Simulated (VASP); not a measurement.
A run of VASP 6.6.1:

INCAR

```
  PREC = Accurate
  ENCUT = 520
  EDIFF = 1E-6
  ISMEAR = 0
  SIGMA = 0.05
  LREAL = False
  LASPH = True
  NELM = 80
  ALGO = Normal
  ISIF = 2
  LWAVE = False
  LCHARG = False
  NBANDS = 15
```

KPOINTS

```
regular mesh
0
Gamma
  8 8 8
```

The input POSCAR:

```
BaTe
1.0
    4.1166807260      0.0000000000      0.0000000000
    0.0000000000      4.1166807260      0.0000000000
    0.0000000000      0.0000000000      3.8079296716
Ba Te
1 1
Direct
    0.0000000000      0.0000000000      0.0000000000
    0.5000000000      0.5000000000      0.5000000000
```

Potentials or basis: VASP PAW LDA potentials, release 64 (Ba_sv, Te).

The run is started by

```bash
$ cat potpaw_LDA.64/Ba_sv/POTCAR potpaw_LDA.64/Te/POTCAR > POTCAR
$ mpirun -np 1 vasp_std > vasp.out
```

Hardware: 1 thread of AMD EPYC 7R13 Processor (Zen 3) (shared host).

Problem. Estimate the wall time of this run.

Solution. Run time: 31 s on 1 thread of AMD EPYC 7R13 Processor (Zen 3), on a shared host, peak memory 0.18 GiB. Counts: scf iterations 12, k points 75.
